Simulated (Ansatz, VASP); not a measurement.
## Two plane-wave programs on Cs

File INCAR:

```
  PREC = Accurate
  ENCUT = 520
  EDIFF = 1E-6
  ISMEAR = -1
  SIGMA = 0.1
  LREAL = False
  LASPH = True
  NELM = 80
  ALGO = Normal
  ISIF = 2
  LWAVE = False
  LCHARG = False
  GGA = RE
  NBANDS = 10
```

File KPOINTS:

```
Automatic mesh
0
Gamma
  8 8 8
```

POSCAR

```
Cs
1.0
    0.0000000000      3.9535825069      3.9535825069
    3.9535825069      0.0000000000      3.9535825069
    3.9535825069      3.9535825069      0.0000000000
Cs
1
Direct
    0.0000000000      0.0000000000      0.0000000000
```

Input for Ansatz:

```yaml
crystal:
  lattice:
    - [0.0, 3.9535825069, 3.9535825069]
    - [3.9535825069, 0.0, 3.9535825069]
    - [3.9535825069, 3.9535825069, 0.0]
  atoms:
    - { symbol: Cs, position: [0.0, 0.0, 0.0] }
hamiltonian:
  xc: revpbe
  pseudopotentials:
    kind: paw
    azcp:
      Cs: "pseudopotentials/Cs.paw.azcp"
basis:
  ecutwfc: 420
  fft_grid_basis: typed
kpoints:
  mp_grid: { grid: [8, 8, 8], shift: [0, 0, 0] }
magnetization:
  spin_polarized: false
scf:
  occupations: { method: fermi_dirac, width: 0.1 }
  lower_state_search: "off"
output:
  stress: true
```

Alike in both runs: task single point; functional revPBE; k mesh 8 × 8 × 8; occupations fermi-dirac, width 0.1 eV; no spin polarisation.

|  | VASP | Ansatz |
| --- | --- | --- |
| version | VASP 6.6.1 | Ansatz 0.2.0 |
| potentials or method | VASP PAW PBE potentials, release 64 (Cs_sv), cutoff 520 eV | plane waves (420 eV) with PAW, scalar-relativistic |
| valence electrons in the cell | 9 | 9 |

```tsv
	VASP	Ansatz	Ansatz less VASP
pressure (GPa)	0.1	0.1	0.00
```

VASP's potentials were made for PBE, not for revPBE.

Neither program's run includes spin-orbit coupling.
